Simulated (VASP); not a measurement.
Runs of VASP 6.6.1 on CuI (Marshite). The cell holds a slab with vacuum, 4 atoms: a = 4.287 Å, b = 4.287 Å, c = 16.376 Å, α = 90.00°, β = 90.00°, γ = 60.00°. 

```tsv
electric field (eV/Å)	gap on the mesh (eV)	largest force (eV/Å)
0.1	0.89	(b)
-	0.84	0.94
0.05	(a)	0.94
-0.1	0.79	0.94
-0.05	0.81	0.94
```

Alike in all rows: task single point; level r2SCAN; potentials or basis VASP PAW PBE potentials, release 64 (Cu, I); no spin polarisation; cell as given; k mesh 6 × 6 × 1; cutoff (eV) 520; smearing fermi-dirac 0.1 eV.

Task: Estimate the missing entries.

Result: (a) 0.87; (b) 0.93.

Caveats: the PAW data sets were made with another functional, which shifts forces and pressure a little; spin-orbit coupling is left out, which moves the levels of the heavy elements.

A k mesh can miss the band edges, and the runs leave out spin-orbit coupling on I.
